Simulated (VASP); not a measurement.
# Ti2B3 (P-6m2) in VASP: further runs, part 2 of 2

VASP 6.6.1.

### Step 3. Single point, PBE

This run uses another cell than the first one, of 10.34 Å³/atom.

INCAR reads:

```
PREC     = Accurate       # precision mode
ENCUT    = 520            # plane-wave cutoff, eV
EDIFF    = 1E-7           # SCF threshold, eV
ISMEAR   = 0              # smearing method
SIGMA    = 0.1            # smearing width, eV
LREAL    = F              # projectors in reciprocal space
LASPH    = T              # aspherical terms in the spheres
NELM     = 100            # most SCF steps
ALGO     = Normal         # electronic algorithm
ISIF     = 2              # what is computed and relaxed
LWAVE    = F              # write WAVECAR
LCHARG   = F              # write CHGCAR
GGA      = PE             # functional
NBANDS   = 24             # bands
```

KPOINTS reads:

```
Automatic mesh
0
Gamma
  6 6 4
```

POSCAR reads:

```
Ti2B3
1.0
    3.6300180028      0.0000000000      0.0000000000
   -1.8150090014      3.1436878066      0.0000000000
    0.0000000000      0.0000000000      4.5320960354
Ti B
2 3
Direct
    0.0000000000      0.0000000000      0.0000000000
    0.3333333333      0.6666666667      0.5000000000
    0.6666666667      0.3333333333      0.1930215064
    0.6666666667      0.3333333333      0.8069784936
    0.0000000000      0.0000000000      0.5000000000
```

Potentials or basis: VASP PAW PBE potentials, release 64 (Ti_sv, B).

Command:

```bash
cat potpaw_PBE.64/Ti_sv/POTCAR potpaw_PBE.64/B/POTCAR > POTCAR
mpirun -np 1 vasp_std > vasp.out
```

OUTCAR:

```text
PREC = Accurate
   ENCUT = 520
   EDIFF = 1E-7
   ISMEAR = 0
   LREAL = F
   LASPH = T
   NELM = 100
   ISIF = 2
   GGA = PE

 ion  position               nearest neighbor table
   1  0.000  0.000  0.000-   5 2.27   5 2.27   3 2.27   4 2.27   3 2.27   4 2.27   3 2.27   4 2.27

   2  0.333  0.667  0.500-   5 2.10   5 2.10   5 2.10   3 2.52   4 2.52   3 2.52   4 2.52   3 2.52
                             4 2.52
   3  0.667  0.333  0.193-   4 1.75   1 2.27   1 2.27   1 2.27   2 2.52   2 2.52   2 2.52
   4  0.667  0.333  0.807-   3 1.75   1 2.27   1 2.27   1 2.27   2 2.52   2 2.52   2 2.52
   5  0.000  0.000  0.500-   2 2.10   2 2.10   2 2.10   1 2.27   1 2.27

  LATTYP: Found a hexagonal cell.
 ALAT       =     3.6300180028
 C/A-ratio  =     1.2485051126

  Lattice vectors:

 A1 = (   3.6300180028,   0.0000000000,   0.0000000000)
 A2 = (  -1.8150090014,   3.1436878066,   0.0000000000)
 A3 = (   0.0000000000,   0.0000000000,   4.5320960354)

Analysis of symmetry for initial positions (statically):
=====================================================================
 Subroutine PRICEL returns:
 Original cell was already a primitive cell.

 Routine SETGRP: Setting up the symmetry group for a
 hexagonal supercell.

 Subroutine GETGRP returns: Found 12 space group operations
 (whereof 12 operations were pure point group operations)
 out of a pool of 24 trial point group operations.

The static configuration has the point symmetry D_3h.

Analysis of symmetry for dynamics (positions and initial velocities):
=====================================================================
 Subroutine PRICEL returns:
 Original cell was already a primitive cell.

 Routine SETGRP: Setting up the symmetry group for a
 hexagonal supercell.

 Subroutine GETGRP returns: Found 12 space group operations
[... 122 lines left out ...]
   IALGO  =     38    algorithm
   IMIX   =      4    mixing-type and parameters
     AMIX     =   0.40;   BMIX     =  1.00
     AMIX_MAG =   1.60;   BMIX_MAG =  1.00
  volume/ion in A,a.u.               =      10.34        69.80
  Fermi-wavevector in a.u.,A,eV,Ry     =   1.409387  2.663356 27.026243  1.986373
  Thomas-Fermi vector in A             =   2.531448
   LORBIT       =      0    0 simple, 1 ext, 2 COOP (PROOUT), +10 PAW based schemes
   GGA     = PE    functional components
   LHFCALC =     F    Hartree Fock is set to
   AEXX    =    0.0000 exact exchange contribution
   IVDW    =     0    specifies the selected vdW correction
   LEPSILON=     F    determine dielectric tensor
   LRPA    =     F    only Hartree local field effects (RPA)
 non-spin polarized calculation
 Gauss-broadening in eV      SIGMA  =   0.10
  energy-cutoff  :      520.00
  volume of cell :       51.72
 maximum number of plane-waves:      1432
 NGX is ok and might be reduce to    28
   NGX = 13   NGY = 13   NGZ = 17

 number of electron      32.9999999 magnetization

 Free energy of the ion-electron system (eV)
  ---------------------------------------------------
  ext. energy  EPLUGINS =         0.00000000
  ---------------------------------------------------
  free energy    TOTEN  =       -35.99113134 eV

  energy without entropy =      -35.97456609  energy(sigma->0) =      -35.98284872

 E-fermi :   8.5202     XC(G=0): -12.0956

 val. band max:        8.4833778796   @ k =   0.3333   0.3333   0.5000
 cond. band min:       8.5398868990   @ k =   0.3333   0.1667   0.5000
 fundamental gap:      0.0565090195
 Fermi energy:         8.5202441480

 k-point     1 :       0.0000    0.0000    0.0000
  band No.  band energies     occupation
      1     -48.1585      2.00000
      2     -47.9955      2.00000
      3     -24.5298      2.00000
      4     -24.4950      2.00000
      5     -24.4950      2.00000
      6     -24.3034      2.00000
[... 556 lines left out ...]
     23      12.0027      0.00000
     24      12.5579      0.00000

------------------------ aborting loop because EDIFF is reached ----------------------------------------

  FORCE on cell =-STRESS in cart. coord.  units (eV):
  Direction    XX          YY          ZZ          XY          YZ          ZX
  --------------------------------------------------------------------------------------
  -------------------------------------------------------------------------------------
  Total        0.0949121      0.0949121      0.0247100     -0.0000000      0.0000000      0.0000000
  in kB        2.9402538      2.9402538      0.7654833     -0.0000000      0.0000000      0.0000000
  external PRESSURE =       2.2153303 kB  Pullay stress =       0.0000000 kB

 VOLUME and BASIS-vectors are now :
 -----------------------------------------------------------------------------
  energy-cutoff  :      520.00
  volume of cell :       51.72
      direct lattice vectors                 reciprocal lattice vectors
     3.630018003  0.000000000  0.000000000     0.275480727  0.159048872  0.000000000
    -1.815009001  3.143687807  0.000000000     0.000000000  0.318097744  0.000000000
     0.000000000  0.000000000  4.532096035     0.000000000  0.000000000  0.220648458

 POSITION                                       TOTAL-FORCE (eV/Angst)
 -----------------------------------------------------------------------------------
      0.00000      0.00000      0.00000         0.000000     -0.000000      0.000000
     -0.00000      2.09579      2.26605         0.000000      0.000000      0.000000
      1.81501      1.04790      0.87479        -0.000000      0.000000     -0.007942
      1.81501      1.04790      3.65730        -0.000000      0.000000      0.007942
      0.00000      0.00000      2.26605        -0.000000     -0.000000      0.000000
 -----------------------------------------------------------------------------------
    total drift:                                0.000001     -0.000000     -0.000000

  FREE ENERGIE OF THE ION-ELECTRON SYSTEM (eV)
  ---------------------------------------------------
  free  energy   TOTEN  =       -35.9911313372 eV

  energy  without entropy=      -35.9745660936  energy(sigma->0) =      -35.98284872
```

It took 65 s on 1 thread of Intel Xeon 8259CL, shared host; peak memory 0.18 GiB.

Results:

| Property | Result |
| --- | --- |
| Free energy | -35.9911 eV |
| Pressure | 0.2 GPa |
| Largest force | 0.008 eV/Å |
| Band gap on the k mesh | zero (an odd number of electrons rules out a gap without spin polarisation) |

Forces on the atoms (eV/Å):
```
Ti   0.000  0.000  0.000
Ti   0.000  0.000  0.000
B    0.000  0.000 -0.008
B    0.000  0.000  0.008
B    0.000  0.000  0.000
```

### Step 4. Relaxation of cell and atoms, PBE

INCAR reads:

```
ALGO = Normal
EDIFF = 1E-6
EDIFFG = -0.04
ENCUT = 600
GGA = PE
IBRION = 2
ISIF = 3
ISMEAR = 0
LASPH = True
LCHARG = False
LREAL = False
LWAVE = False
NELM = 100
NSW = 90
PREC = Accurate
SIGMA = 0.1
```

KPOINTS reads:

```
k-points
0
Gamma
  6 6 4
```

POSCAR reads:

```
Ti2B3
1.0
    3.5279088200      0.0000000000      0.0000000000
   -1.7639544100      3.0552586600      0.0000000000
    0.0000000000      0.0000000000      4.3758211500
Ti B
2 3
Direct
    0.0000000000      0.0000000000      0.0000000000
    0.3333333300      0.6666666700      0.5000000000
    0.6666666700      0.3333333300      0.2422697800
    0.6666666700      0.3333333300      0.7577302200
    0.0000000000      0.0000000000      0.5000000000
```

Command:

```bash
cat potpaw_PBE.64/Ti_sv/POTCAR potpaw_PBE.64/B/POTCAR > POTCAR
mpirun -np 1 vasp_std > vasp.out
```

It took 5.9 min on 1 thread of Intel Xeon 8259CL, shared host; peak memory 0.19 GiB.

It converged, with:

```yaml
Free_energy: -35.9905 eV
Relaxed_volume: 10.35 Å³/atom
Relaxed_cell: a = 3.632 Å, b = 3.632 Å, c = 4.532 Å, α = 90.00°, β = 90.00°, γ = 120.00°
Space_group_after_relaxing_to_0.1_Å: P-6m2 (No. 187)
Energy_gained_by_relaxing: 117.6 meV/atom
Ionic_steps: 11
Pressure_after_relaxing: 0.0 GPa
Largest_force_after_relaxing: 0.009 eV/Å
Band_gap_on_the_k_mesh: zero (an odd number of electrons rules out a gap without spin polarisation)
```

Forces on the atoms (eV/Å):
```
Ti   0.000  0.000  0.000
Ti   0.000  0.000  0.000
B    0.000  0.000 -0.009
B    0.000  0.000  0.009
B    0.000  0.000  0.000
```

The path:
```tsv
step	energy change (eV)	largest force (eV/Å)	pressure (GPa)	volume (Å³)
1	0.0000	1.3294	15.77	47.17
2	-0.2440	1.3175	-9.74	53.79
3	-0.2792	1.3176	-4.13	51.91
4	-0.4683	1.0295	-3.16	51.90
5	-0.5526	0.2476	0.01	51.89
6	-0.5575	0.2487	-1.12	51.89
7	-0.5589	0.1143	-0.82	51.89
8	-0.5860	0.0954	1.38	51.43
9	-0.5860	0.0914	1.36	51.44
10	-0.5858	0.1096	-1.29	52.13
11	-0.5880	0.0091	0.04	51.77
```

Final structure:
```
Ti B
1.0
     3.63176    0.00000    0.00000
    -1.81588    3.14519    0.00000
     0.00000    0.00000    4.53228
Ti B
2 3
Direct
  0.00000 0.00000 0.00000
  0.33333 0.66667 0.50000
  0.66667 0.33333 0.19299
  0.66667 0.33333 0.80701
  0.00000 0.00000 0.50000
```

Levels at points of the mesh, in eV from the Fermi level:
```csv
k point,band 12,band 13,band 14,band 15,band 16,band 17,band 18,band 19,band 20
"(0.00, 0.00, 0.00)",-3.97,-3.97,-1.45,-1.45,0.12,0.12,0.61,0.61,0.67
"(0.50, 0.00, 0.00)",-4.78,-3.28,-2.58,-2.51,-1.95,-0.04,0.47,1.49,2.14
"(0.00, 0.00, 0.50)",-3.78,-3.47,-2.81,-2.81,-0.74,1.64,1.64,1.83,2.01
"(0.50, 0.00, 0.50)",-5.02,-2.72,-2.46,-2.11,-0.94,0.41,0.61,0.67,1.23
```

### Step 5. Single point, PBE

This run uses another cell than the first one, of 10.36 Å³/atom.

INCAR reads:

```
SYSTEM = Ti2B3
PREC     = Accurate       ! precision mode
ENCUT    = 520            ! plane-wave cutoff, eV
EDIFF    = 1E-6           ! SCF threshold, eV
ISMEAR   = 0              ! smearing method
SIGMA    = 0.1            ! smearing width, eV
LREAL    = .False.        ! projectors in reciprocal space
LASPH    = .True.         ! aspherical terms in the spheres
NELM     = 60             ! most SCF steps
ALGO     = Normal         ! electronic algorithm
ISIF     = 2              ! what is computed and relaxed
LWAVE    = .False.        ! write WAVECAR
LCHARG   = .True.         ! write CHGCAR
GGA      = PE             ! functional
LELF     = .True.         ! ELF
LVHAR    = .True.       
NBANDS   = 24             ! bands
```

KPOINTS reads:

```
Automatic mesh
0
Gamma
  12 12 8
  0 0 0
```

POSCAR reads:

```
Ti2B3
1.0
    3.6275918181      0.0000000000      0.0000000000
   -1.8137959091      3.1415866690      0.0000000000
    0.0000000000      0.0000000000      4.5447106880
Ti B
2 3
Direct
    0.0000000000      0.0000000000      0.0000000000
    0.3333333333      0.6666666667      0.5000000000
    0.6666666667      0.3333333333      0.1921077826
    0.6666666667      0.3333333333      0.8078922174
    0.0000000000      0.0000000000      0.5000000000
```

Command:

```bash
cat potpaw_PBE.64/Ti_sv/POTCAR potpaw_PBE.64/B/POTCAR > POTCAR
mpirun -np 1 vasp_std > vasp.out
```

It took 3.3 min on 1 thread of Intel Xeon 8259CL, shared host; peak memory 0.24 GiB.

The run converged. Its results:

* Free energy: -35.9900 eV
* Pressure: 0.0 GPa
* Largest force: 0.013 eV/Å
* Band gap on the k mesh: zero (an odd number of electrons rules out a gap without spin polarisation)

Forces on the atoms (eV/Å):
```
Ti   0.000  0.000  0.000
Ti   0.000  0.000  0.000
B    0.000  0.000  0.013
B    0.000  0.000 -0.013
B    0.000  0.000  0.000
```

Levels at points of the mesh, in eV from the Fermi level:
```
           k point  band 14  band 15  band 16  band 17  band 18  band 19
(0.00, 0.00, 0.00)    -1.41    -1.41     0.19     0.19     0.68     0.68
(0.50, 0.00, 0.00)    -2.50    -2.46    -1.88     0.01     0.53     1.57
(0.00, 0.00, 0.50)    -2.74    -2.74    -0.71     1.70     1.70     1.87
(0.50, 0.00, 0.50)    -2.41    -2.04    -0.88     0.46     0.66     0.72
```

### Step 6. Relaxation of cell and atoms, PBE

This run uses another cell than the first one, of 10.34 Å³/atom.

INCAR reads:

```
SYSTEM = Ti2B3
ALGO = Normal
EDIFF = 1E-6
EDIFFG = -0.01
ENCUT = 600
GGA = PE
IBRION = 2
ISIF = 3
ISMEAR = 0
LASPH = .True.
LCHARG = .False.
LREAL = .False.
LWAVE = .False.
NELM = 80
NSW = 100
PREC = Accurate
SIGMA = 0.1
```

KPOINTS reads:

```
k-points
0
Gamma
  12 12 8
  0 0 0
```

POSCAR reads:

```
Ti2B3
1.0
    3.6300180028      0.0000000000      0.0000000000
   -1.8150090014      3.1436878066      0.0000000000
    0.0000000000      0.0000000000      4.5320960354
Ti B
2 3
Direct
    0.0000000000      0.0000000000      0.0000000000
    0.3333333333      0.6666666667      0.5000000000
    0.6666666667      0.3333333333      0.1930215064
    0.6666666667      0.3333333333      0.8069784936
    0.0000000000      0.0000000000      0.5000000000
```

Potentials or basis: VASP PAW PBE potentials, release 64 (Ti_sv, B).

Command:

```bash
cat potpaw_PBE.64/Ti_sv/POTCAR potpaw_PBE.64/B/POTCAR > POTCAR
mpirun -np 1 vasp_std > vasp.out
```

OUTCAR:

```text
SYSTEM = Ti2B3
   EDIFF = 1E-6
   EDIFFG = -0.01
   ENCUT = 600
   GGA = PE
   IBRION = 2
   ISIF = 3
   ISMEAR = 0
   LASPH = .True.
   LREAL = .False.
   NELM = 80
   NSW = 100
   PREC = Accurate

 ion  position               nearest neighbor table
   1  0.000  0.000  0.000-   5 2.27   5 2.27   3 2.27   4 2.27   3 2.27   4 2.27   3 2.27   4 2.27

   2  0.333  0.667  0.500-   5 2.10   5 2.10   5 2.10   3 2.52   4 2.52   3 2.52   4 2.52   3 2.52
                             4 2.52
   3  0.667  0.333  0.193-   4 1.75   1 2.27   1 2.27   1 2.27   2 2.52   2 2.52   2 2.52
   4  0.667  0.333  0.807-   3 1.75   1 2.27   1 2.27   1 2.27   2 2.52   2 2.52   2 2.52
   5  0.000  0.000  0.500-   2 2.10   2 2.10   2 2.10   1 2.27   1 2.27

  LATTYP: Found a hexagonal cell.
 ALAT       =     3.6300180028
 C/A-ratio  =     1.2485051126

  Lattice vectors:

 A1 = (   3.6300180028,   0.0000000000,   0.0000000000)
[... 309 lines left out ...]

  energy without entropy =      -35.97977204  energy(sigma->0) =      -35.98594381

 E-fermi :   8.4447     XC(G=0): -12.0896

 val. band max:        8.4254231791   @ k =   0.1667   0.1667   0.3750
 cond. band min:       8.4497545299   @ k =   0.5000  -0.0000   0.0000
 fundamental gap:      0.0243313508
 Fermi energy:         8.4446962460

 k-point     1 :       0.0000    0.0000    0.0000
  band No.  band energies     occupation
      1     -48.1884      2.00000
      2     -47.9992      2.00000
      3     -24.5368      2.00000
      4     -24.5341      2.00000
      5     -24.5341      2.00000
      6     -24.3078      2.00000
[... 541 lines left out ...]
     19      10.2197      0.00000
     20      10.8155      0.00000

 [... further k-points ...]

------------------------ aborting loop because EDIFF is reached ----------------------------------------

  FORCE on cell =-STRESS in cart. coord.  units (eV):
  Direction    XX          YY          ZZ          XY          YZ          ZX
  --------------------------------------------------------------------------------------
  -------------------------------------------------------------------------------------
  Total        0.0298382      0.0298382      0.0132508      0.0000000      0.0000000     -0.0000000
  in kB        0.9233569      0.9233569      0.4100514      0.0000000      0.0000000     -0.0000000
  external PRESSURE =       0.7522551 kB  Pullay stress =       0.0000000 kB
[... 20 lines left out ...]
  FREE ENERGIE OF THE ION-ELECTRON SYSTEM (eV)
  ---------------------------------------------------
  free  energy   TOTEN  =       -35.9921155860 eV

  energy  without entropy=      -35.9797720385  energy(sigma->0) =      -35.98594381

 reached required accuracy - stopping structural energy minimisation
```

CONTCAR:

```text
Ti2B3
   1.00000000000000
     3.6273183963207951    0.0000000000000000   -0.0000000000000000
    -1.8136591981603976    3.1413498788088314    0.0000000000000000
    -0.0000000000000000    0.0000000000000000    4.5437254278383081
  Ti              B
     2     3
Direct
     0.0000000000000000    0.0000000000000000    0.0000000000000000
     0.3333333332999970    0.6666666667000030    0.5000000000000000
     0.6666666667000030    0.3333333332999970    0.1922036479636080
     0.6666666667000030    0.3333333332999970    0.8077963520363919
     0.0000000000000000    1.0000000000000000    0.5000000000000000

  0.00000000E+00  0.00000000E+00  0.00000000E+00
  0.00000000E+00  0.00000000E+00  0.00000000E+00
  0.00000000E+00  0.00000000E+00  0.00000000E+00
  0.00000000E+00  0.00000000E+00  0.00000000E+00
  0.00000000E+00  0.00000000E+00  0.00000000E+00
```

It took 8.2 min on 1 thread of Intel Xeon 8259CL, shared host; peak memory 0.26 GiB.

Results:

```
Free energy                           : -35.9921 eV
Relaxed volume                        : 10.35 Å³/atom
Relaxed cell                          : a = 3.627 Å, b = 3.627 Å, c = 4.544 Å, α = 90.00°, β = 90.00°, γ = 120.00°
Space group after relaxing (to 0.1 Å) : P-6m2 (No. 187)
Energy gained by relaxing             : 0.1 meV/atom
Ionic steps                           : 4
Pressure after relaxing               : 0.1 GPa
Largest force after relaxing          : 0.007 eV/Å
Band gap on the k mesh                : zero (an odd number of electrons rules out a gap without spin polarisation)
```

Forces in eV/Å, atoms in the order of the input:
```
Ti   0.000  0.000  0.000
Ti   0.000  0.000  0.000
B    0.000  0.000  0.007
B    0.000  0.000 -0.007
B    0.000  0.000  0.000
```

Step by step:
```
step  energy change (eV)  largest force (eV/Å)  pressure (GPa)  volume (Å³)
   1              0.0000                0.0337            0.16        51.72
   2             -0.0004                0.0307           -0.07        51.80
   3             -0.0004                0.0299           -0.10        51.81
   4             -0.0004                0.0074            0.08        51.77
```

Final structure:
```xyz
5
Lattice="3.6273 0.0000 0.0000 -1.8137 3.1413 0.0000 0.0000 0.0000 4.5437" Properties=species:S:1:pos:R:3 pbc="T T T"
Ti    0.0000    0.0000    0.0000
Ti    0.0000    2.0942    2.2719
B     1.8137    1.0471    0.8733
B     1.8137    1.0471    3.6704
B    -1.8137    3.1413    2.2719
```

Levels at points of the mesh, in eV from the Fermi level:
| k point | band 12 | band 13 | band 14 | band 15 | band 16 | band 17 | band 18 | band 19 | band 20 |
| --- | --- | --- | --- | --- | --- | --- | --- | --- | --- |
| (0.00, 0.00, 0.00) | -3.91 | -3.91 | -1.41 | -1.41 | 0.19 | 0.19 | 0.68 | 0.68 | 0.77 |
| (0.50, 0.00, 0.00) | -4.74 | -3.22 | -2.51 | -2.46 | -1.88 | 0.01 | 0.53 | 1.57 | 2.21 |
| (0.00, 0.00, 0.50) | -3.72 | -3.42 | -2.74 | -2.74 | -0.71 | 1.70 | 1.70 | 1.88 | 1.88 |
| (0.50, 0.00, 0.50) | -4.96 | -2.64 | -2.41 | -2.04 | -0.89 | 0.46 | 0.67 | 0.72 | 1.31 |

### Step 7. Overview

```tsv
task	cell	k mesh	cutoff (eV)	gap on the mesh (eV)	pressure (GPa)	relaxed volume (Å³/atom)	largest force (eV/Å)
single point	a = 3.528, b = 3.528, c = 4.376 Å, angles 90.0, 90.0, 120.0°, 5 atoms, atomic positions A	6 × 6 × 4	520	none	15.8	-	1.33
single point	a = 3.630, b = 3.630, c = 4.532 Å, angles 90.0, 90.0, 120.0°, 5 atoms, atomic positions B	6 × 6 × 4	520	none	0.2	-	0.01
relaxation of cell and atoms	relaxed from a = 3.528, b = 3.528, c = 4.376 Å, angles 90.0, 90.0, 120.0°, 5 atoms, atomic positions A	6 × 6 × 4	600	none	0.0	10.35	0.01
single point	a = 3.628, b = 3.628, c = 4.545 Å, angles 90.0, 90.0, 120.0°, 5 atoms, atomic positions B	12 × 12 × 8	520	none	0.0	-	0.01
relaxation of cell and atoms	relaxed from a = 3.630, b = 3.630, c = 4.532 Å, angles 90.0, 90.0, 120.0°, 5 atoms, atomic positions B	12 × 12 × 8	600	none	0.1	10.35	0.01
```

Alike in all rows: level PBE; potentials or basis VASP PAW PBE potentials, release 64 (Ti_sv, B); no spin polarisation; smearing gaussian 0.1 eV.

Caveats: the cell stands under pressure (at least some runs); forces of over 1 eV/Å act on the atoms, so gaps and moduli don't describe the material at rest (at least some runs).

Total energies depend on the potentials used, so only differences within one code and one set of settings carry meaning.
